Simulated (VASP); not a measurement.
# Ir (Fm-3m) in VASP: further runs

Ir is run at these levels: PBEsol, r2SCAN; tasks: electric field gradients.

All numbers are computed with VASP 6.6.1; they aren't measurements. Logs are shortened: lines on timing, memory, paths and dates and some standing lists are left out, and cuts for length are marked.

## Step 1: The cell of the first run

Symmetry: Fm-3m, No. 225, cubic system. Conventional cell: a = 3.831 Å, b = 3.831 Å, c = 3.831 Å, α = 90.00°, β = 90.00°, γ = 90.00°. Ir (site symmetry m-3m) has 12 Ir at 2.71 Å within 3.6 Å.

## Step 2: Electric field gradients, PBEsol

Contents of INCAR:

```
PREC     = Accurate       # precision mode
ENCUT    = 520            # plane-wave cutoff, eV
EDIFF    = 1E-8           # SCF threshold, eV
ISMEAR   = -1             # smearing method
SIGMA    = 0.05           # smearing width, eV
LREAL    = F              # projectors in reciprocal space
LASPH    = T              # aspherical terms in the spheres
NELM     = 100            # most SCF steps
ALGO     = Normal         # electronic algorithm
ISIF     = 2              # what is computed and relaxed
LWAVE    = F              # write WAVECAR
LCHARG   = F              # write CHGCAR
GGA      = PS             # functional
LEFG     = T            
NBANDS   = 46             # bands
```

Contents of KPOINTS:

```
Automatic mesh
0
Gamma
  3 3 3
```

Contents of POSCAR:

```
Ir
1.0
    0.0000000000      3.8312000000      3.8312000000
    3.8312000000      0.0000000000      3.8312000000
    3.8312000000      3.8312000000      0.0000000000
Ir
8
Direct
    0.0000000000      0.0000000000      0.0000000000
    0.0000000000      0.0000000000      0.5000000000
    0.0000000000      0.5000000000      0.0000000000
    0.0000000000      0.5000000000      0.5000000000
    0.5000000000      0.0000000000      0.0000000000
    0.5000000000      0.0000000000      0.5000000000
    0.5000000000      0.5000000000      0.0000000000
    0.5000000000      0.5000000000      0.5000000000
```

Potentials or basis: VASP PAW PBE potentials, release 64 (Ir).

Run with:

```console
> cat potpaw_PBE.64/Ir/POTCAR > POTCAR
> mpirun -np 1 vasp_std > vasp.out
```

OUTCAR:

```text
PREC = Accurate
   ENCUT = 520
   EDIFF = 1E-8
   ISMEAR = -1
   LREAL = F
   LASPH = T
   NELM = 100
   ISIF = 2
   GGA = PS

 ion  position               nearest neighbor table
   1  0.000  0.000  0.000-   2 2.71   3 2.71   5 2.71   2 2.71   4 2.71   6 2.71   3 2.71   4 2.71
                             7 2.71   5 2.71   6 2.71   7 2.71
   2  0.000  0.000  0.500-   1 2.71   4 2.71   6 2.71   1 2.71   3 2.71   5 2.71   3 2.71   4 2.71
                             8 2.71   5 2.71   6 2.71   8 2.71
   3  0.000  0.500  0.000-   1 2.71   4 2.71   7 2.71   2 2.71   4 2.71   8 2.71   1 2.71   2 2.71
                             5 2.71   5 2.71   7 2.71   8 2.71
   4  0.000  0.500  0.500-   2 2.71   3 2.71   8 2.71   1 2.71   3 2.71   7 2.71   1 2.71   2 2.71
                             6 2.71   6 2.71   7 2.71   8 2.71
   5  0.500  0.000  0.000-   1 2.71   6 2.71   7 2.71   2 2.71   6 2.71   8 2.71   3 2.71   7 2.71
                             8 2.71   1 2.71   2 2.71   3 2.71
   6  0.500  0.000  0.500-   2 2.71   5 2.71   8 2.71   1 2.71   5 2.71   7 2.71   4 2.71   7 2.71
                             8 2.71   1 2.71   2 2.71   4 2.71
   7  0.500  0.500  0.000-   3 2.71   5 2.71   8 2.71   4 2.71   6 2.71   8 2.71   1 2.71   5 2.71
                             6 2.71   1 2.71   3 2.71   4 2.71
   8  0.500  0.500  0.500-   4 2.71   6 2.71   7 2.71   3 2.71   5 2.71   7 2.71   2 2.71   5 2.71
                             6 2.71   2 2.71   3 2.71   4 2.71
[... 6 lines left out ...]
 A1 = (   0.0000000000,   3.8312000000,   3.8312000000)
 A2 = (   3.8312000000,   0.0000000000,   3.8312000000)
 A3 = (   3.8312000000,   3.8312000000,   0.0000000000)

Analysis of symmetry for initial positions (statically):
=====================================================================
 Subroutine PRICEL returns following result:

  LATTYP: Found a face centered cubic cell.
 ALAT       =     3.8312000000

  Lattice vectors:

 A1 = (   0.0000000000,   1.9156000000,   1.9156000000)
 A2 = (   1.9156000000,   0.0000000000,   1.9156000000)
 A3 = (   1.9156000000,   1.9156000000,   0.0000000000)

   8 primitive cells build up your supercell.

 Routine SETGRP: Setting up the symmetry group for a
 face centered cubic supercell.

 Subroutine GETGRP returns: Found 48 space group operations
 (whereof 48 operations were pure point group operations)
 out of a pool of 48 trial point group operations.

The static configuration has the point symmetry O_h .

Analysis of symmetry for dynamics (positions and initial velocities):
=====================================================================
 Subroutine PRICEL returns following result:

  LATTYP: Found a face centered cubic cell.
 ALAT       =     3.8312000000

  Lattice vectors:

 A1 = (   0.0000000000,   1.9156000000,   1.9156000000)
 A2 = (   1.9156000000,   0.0000000000,   1.9156000000)
 A3 = (   1.9156000000,   1.9156000000,   0.0000000000)

   8 primitive cells build up your supercell.

 Routine SETGRP: Setting up the symmetry group for a
 face centered cubic supercell.

 Subroutine GETGRP returns: Found 48 space group operations
 (whereof 48 operations were pure point group operations)
 out of a pool of 48 trial point group operations.

The dynamic configuration has the point symmetry O_h .

 Subroutine INISYM returns: Found 48 space group operations
 (whereof 48 operations are pure point group operations),
 and found     8 'primitive' translations

----------------------------------------------------------------------------------------

                                     Primitive cell

  volume of cell :      14.0587

  direct lattice vectors                    reciprocal lattice vectors
     0.000000000  1.915600000  1.915600000    -0.261014826  0.261014826  0.261014826
     1.915600000  0.000000000  1.915600000     0.261014826 -0.261014826  0.261014826
     1.915600000  1.915600000  0.000000000     0.261014826  0.261014826 -0.261014826

  length of vectors
     2.709067500  2.709067500  2.709067500     0.452090940  0.452090940  0.452090940

  position of ions in fractional coordinates (direct lattice)
[... 62 lines left out ...]
   ISIF   =      2    stress and relaxation
   ISYM   =      2    0-nonsym 1-usesym 2-fastsym
   POTIM  = 0.5000    time-step for ionic-motion
   TEBEG  =    0.0;   TEEND  =   0.0 temperature during run
   PSTRESS=    0.0 pullay stress
   NELECT =      72.0000    total number of electrons
   NUPDOWN=      -1.0000    fix difference up-down
   EMIN   =  10.00;   EMAX   =-10.00  energy-range for DOS
   EFERMI =   0.00;   METHOD = LEGACY
   ISMEAR =    -1;   SIGMA  =   0.05  broadening in eV -4-tet -1-fermi 0-gaus
   EFERMI_NEDOS =   21; number of points for ismear=-14 and -15
   IALGO  =     38    algorithm
   IMIX   =      4    mixing-type and parameters
     AMIX     =   0.40;   BMIX     =  1.00
     AMIX_MAG =   1.60;   BMIX_MAG =  1.00
  volume/ion in A,a.u.               =      14.06        94.87
  Fermi-wavevector in a.u.,A,eV,Ry     =   1.410937  2.666284 27.085691  1.990742
  Thomas-Fermi vector in A             =   2.532839
   LORBIT       =      0    0 simple, 1 ext, 2 COOP (PROOUT), +10 PAW based schemes
   GGA     = PS    functional components
   LHFCALC =     F    Hartree Fock is set to
   AEXX    =    0.0000 exact exchange contribution
   IVDW    =     0    specifies the selected vdW correction
   LEPSILON=     F    determine dielectric tensor
   LRPA    =     F    only Hartree local field effects (RPA)
 non-spin polarized calculation
  energy-cutoff  :      520.00
  volume of cell :      112.47
 maximum number of plane-waves:      3042
   NGX = 21   NGY = 21   NGZ = 21

 number of electron      72.0000004 magnetization

 Free energy of the ion-electron system (eV)
  ---------------------------------------------------
  ext. energy  EPLUGINS =         0.00000000
  ---------------------------------------------------
  free energy    TOTEN  =       -78.09800520 eV

  energy without entropy =      -78.01298366  energy(sigma->0) =      -78.05549443

 E-fermi :   9.9191     XC(G=0): -14.1434

 val. band max:        9.8217221430   @ k =  -0.3333   0.3333   0.0000
 cond. band min:      10.1086987124   @ k =   0.3333   0.0000   0.0000
 fundamental gap:      0.2869765694
 Fermi energy:         9.9191040125

 k-point     1 :       0.0000    0.0000    0.0000
  band No.  band energies     occupation
      1      -0.9011      2.00000
      2       2.1433      2.00000
      3       2.1433      2.00000
      4       2.1433      2.00000
      5       2.1433      2.00000
      6       2.3260      2.00000
[... 185 lines left out ...]
     45      13.3025      0.00000
     46      15.3721      0.00000

------------------------ aborting loop because EDIFF is reached ----------------------------------------

  FORCE on cell =-STRESS in cart. coord.  units (eV):
  Direction    XX          YY          ZZ          XY          YZ          ZX
  --------------------------------------------------------------------------------------
  -------------------------------------------------------------------------------------
  Total        1.0880491      1.0880491      1.0880491      0.0000000      0.0000000     -0.0000000
  in kB       15.4997473     15.4997473     15.4997473      0.0000000      0.0000000     -0.0000000
  external PRESSURE =      15.4997473 kB  Pullay stress =       0.0000000 kB

 VOLUME and BASIS-vectors are now :
 -----------------------------------------------------------------------------
  energy-cutoff  :      520.00
  volume of cell :      112.47
      direct lattice vectors                 reciprocal lattice vectors
     0.000000000  3.831200000  3.831200000    -0.130507413  0.130507413  0.130507413
     3.831200000  0.000000000  3.831200000     0.130507413 -0.130507413  0.130507413
     3.831200000  3.831200000  0.000000000     0.130507413  0.130507413 -0.130507413

 POSITION                                       TOTAL-FORCE (eV/Angst)
 -----------------------------------------------------------------------------------
      0.00000      0.00000      0.00000        -0.000000      0.000000      0.000000
      1.91560      1.91560      0.00000        -0.000000      0.000000      0.000000
      1.91560      0.00000      1.91560         0.000000     -0.000000     -0.000000
      3.83120      1.91560      1.91560         0.000000      0.000000     -0.000000
      0.00000      1.91560      1.91560        -0.000000      0.000000     -0.000000
      1.91560      3.83120      1.91560        -0.000000     -0.000000     -0.000000
      1.91560      1.91560      3.83120         0.000000      0.000000      0.000000
      3.83120      3.83120      3.83120        -0.000000     -0.000000      0.000000
 -----------------------------------------------------------------------------------
    total drift:                                0.000000     -0.000000      0.000000

  FREE ENERGIE OF THE ION-ELECTRON SYSTEM (eV)
  ---------------------------------------------------
  free  energy   TOTEN  =       -78.0980052000 eV

  energy  without entropy=      -78.0129836638  energy(sigma->0) =      -78.05549443

 Electric field gradients (V/A^2)
---------------------------------------------------------------------
 ion       V_xx      V_yy      V_zz      V_xy      V_xz      V_yz
---------------------------------------------------------------------
   1       0.000     0.000    -0.000     0.000     0.000     0.000
   2       0.000     0.000    -0.000     0.000     0.000     0.000
   3       0.000     0.000    -0.000     0.000     0.000     0.000
   4       0.000     0.000    -0.000     0.000     0.000     0.000
   5       0.000     0.000    -0.000     0.000     0.000     0.000
   6       0.000     0.000    -0.000     0.000     0.000     0.000
   7       0.000     0.000    -0.000     0.000     0.000     0.000
   8       0.000     0.000    -0.000     0.000     0.000     0.000
---------------------------------------------------------------------

 Electric field gradients after diagonalization (V/A^2)
 (convention: |V_zz| > |V_xx| > |V_yy|)
----------------------------------------------------------------------
 ion       V_xx      V_yy      V_zz     asymmetry (V_yy - V_xx)/ V_zz
----------------------------------------------------------------------
   1      -0.000    -0.000     0.000       0.000
   2      -0.000    -0.000     0.000       0.000
   3      -0.000    -0.000     0.000       0.000
   4      -0.000    -0.000     0.000       0.000
   5      -0.000    -0.000     0.000       0.000
   6      -0.000    -0.000     0.000       0.000
   7      -0.000    -0.000     0.000       0.000
   8      -0.000    -0.000     0.000       0.000
----------------------------------------------------------------------

           NMR quadrupolar parameters

 Cq : quadrupolar parameter    Cq=e*Q*V_zz/h
 eta: asymmetry parameters     (V_yy - V_xx)/ V_zz
 Q  : nuclear electric quadrupole moment in mb (millibarn)
----------------------------------------------------------------------
 ion       Cq(MHz)       eta       Q (mb)
----------------------------------------------------------------------
   1       0.000       0.000       1.000
   2       0.000       0.000       1.000
   3       0.000       0.000       1.000
   4       0.000       0.000       1.000
   5       0.000       0.000       1.000
   6       0.000       0.000       1.000
   7       0.000       0.000       1.000
   8       0.000       0.000       1.000
----------------------------------------------------------------------
```

Run time: 39 s. Hardware: 1 thread of AMD EPYC 9R45 (Zen 5), shared host; peak memory 0.2 GiB.

Results:

```yaml
Free_energy: -78.0980 eV
Pressure: 1.5 GPa
Band_gap_on_the_k_mesh: zero (band 36 reaches 11.25 eV, above the bottom of band 37 at 9.79 eV)
```

Caveat: the k points lie up to 0.47 Å⁻¹ apart; without QUAD_EFG the Cq values of the log hold for a quadrupole moment of 1 mb, not for the nuclei; the PAW data sets were made with another functional, which shifts forces and pressure a little; spin-orbit coupling is left out, which moves the levels of the heavy elements.

## Step 3: Electric field gradients, PBEsol

Contents of INCAR:

```
SYSTEM = Ir
ALGO = Normal
EDIFF = 1E-8
ENCUT = 520
GGA = PS
ISIF = 2
ISMEAR = -1
LASPH = .TRUE.
LCHARG = .FALSE.
LEFG = .TRUE.
LREAL = .FALSE.
LWAVE = .FALSE.
NBANDS = 46
NELM = 60
PREC = Accurate
SIGMA = 0.05
```

Contents of KPOINTS:

```
k-points
0
G
  8 8 8
  0 0 0
```

POSCAR is that of step 2.

Potentials or basis: VASP PAW PBE potentials, release 64 (Ir).

Run with:

```console
> cat potpaw_PBE.64/Ir/POTCAR > POTCAR
> mpirun -np 1 vasp_std > vasp.out
```

OUTCAR:

```text
SYSTEM = Ir
   EDIFF = 1E-8
   ENCUT = 520
   GGA = PS
   ISIF = 2
   ISMEAR = -1
   LASPH = .TRUE.
   LREAL = .FALSE.
   NELM = 60
   PREC = Accurate

 ion  position               nearest neighbor table
   1  0.000  0.000  0.000-   2 2.71   3 2.71   5 2.71   2 2.71   4 2.71   6 2.71   3 2.71   4 2.71
                             7 2.71   5 2.71   6 2.71   7 2.71
   2  0.000  0.000  0.500-   1 2.71   4 2.71   6 2.71   1 2.71   3 2.71   5 2.71   3 2.71   4 2.71
                             8 2.71   5 2.71   6 2.71   8 2.71
   3  0.000  0.500  0.000-   1 2.71   4 2.71   7 2.71   2 2.71   4 2.71   8 2.71   1 2.71   2 2.71
                             5 2.71   5 2.71   7 2.71   8 2.71
   4  0.000  0.500  0.500-   2 2.71   3 2.71   8 2.71   1 2.71   3 2.71   7 2.71   1 2.71   2 2.71
                             6 2.71   6 2.71   7 2.71   8 2.71
   5  0.500  0.000  0.000-   1 2.71   6 2.71   7 2.71   2 2.71   6 2.71   8 2.71   3 2.71   7 2.71
                             8 2.71   1 2.71   2 2.71   3 2.71
[... 1447 lines left out ...]
 ion       V_xx      V_yy      V_zz     asymmetry (V_yy - V_xx)/ V_zz
----------------------------------------------------------------------
   1      -0.000    -0.000     0.000       0.000
   2      -0.000    -0.000     0.000       0.000
   3      -0.000    -0.000     0.000       0.000
   4      -0.000    -0.000     0.000       0.000
   5      -0.000    -0.000     0.000       0.000
   6      -0.000    -0.000     0.000       0.000
   7      -0.000    -0.000     0.000       0.000
   8      -0.000    -0.000     0.000       0.000
----------------------------------------------------------------------

           NMR quadrupolar parameters

 Cq : quadrupolar parameter    Cq=e*Q*V_zz/h
 eta: asymmetry parameters     (V_yy - V_xx)/ V_zz
 Q  : nuclear electric quadrupole moment in mb (millibarn)
----------------------------------------------------------------------
 ion       Cq(MHz)       eta       Q (mb)
----------------------------------------------------------------------
   1       0.000       0.000       1.000
   2       0.000       0.000       1.000
   3       0.000       0.000       1.000
   4       0.000       0.000       1.000
   5       0.000       0.000       1.000
   6       0.000       0.000       1.000
   7       0.000       0.000       1.000
   8       0.000       0.000       1.000
----------------------------------------------------------------------
```

It took 3.1 min on 1 thread of AMD EPYC 9R45 (Zen 5), shared host; peak memory 0.26 GiB.

Results:

| Quantity | Value |
| --- | --- |
| Free energy | -78.5170 eV |
| Pressure | 1.0 GPa |
| Band gap on the k mesh | zero (band 36 reaches 11.28 eV, above the bottom of band 37 at 8.97 eV) |

Caveat: without QUAD_EFG the Cq values of the log hold for a quadrupole moment of 1 mb, not for the nuclei; the PAW data sets were made with another functional, which shifts forces and pressure a little; spin-orbit coupling is left out, which moves the levels of the heavy elements.

(Continued in part 2 of 2.)
